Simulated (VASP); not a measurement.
Wanted: the native input for a VASP 6.6.1 run.

- Task: single point
- Functional: LDA
- Potentials or basis: VASP PAW LDA potentials, release 64 (Ni)
- Cutoff: 520 eV
- k mesh: 12 × 12 × 12
- Occupations: gaussian, width 0.1 eV
- Spin: collinear spin, ferromagnetic start
- Starting moments: [2.0] μB
- Dipole correction: no
- Further INCAR settings: ALGO = Normal; EDIFF = 1e-07; NBANDS = 15

The structure of Ni lies in POSCAR:

```
Ni
1.0
    0.0000000000      1.7683500000      1.7683500000
    1.7683500000      0.0000000000      1.7683500000
    1.7683500000      1.7683500000      0.0000000000
Ni
1
Direct
    0.0000000000      0.0000000000      0.0000000000
```

The input as run:

INCAR

```
  ALGO = Normal
  EDIFF = 1E-7
  ENCUT = 520
  ISIF = 2
  ISMEAR = 0
  ISPIN = 2
  LASPH = True
  LCHARG = True
  LELF = True
  LMAXMIX = 4
  LORBIT = 11
  LREAL = False
  LVHAR = True
  LWAVE = False
  MAGMOM = 2
  NBANDS = 15
  NELM = 150
  PREC = Accurate
  SIGMA = 0.1
```

KPOINTS

```
k-points
0
Gamma
  12 12 12
```

Potentials or basis: VASP PAW LDA potentials, release 64 (Ni).

Command:

```bash
$ cat potpaw_LDA.64/Ni/POTCAR > POTCAR
$ mpirun -np 1 vasp_std > vasp.out
```

It gave:

- Pressure: -19.4 GPa
- Net moment: 0.60 μB per cell
- Site moments: Ni +0.61 μB
- Valence electrons inside the program's atomic spheres: Ni 9.29

Wall time 24 s on 1 thread of AMD EPYC 9R45 96-Core Processor (Zen 5) (shared host), peak memory 0.1 GiB.
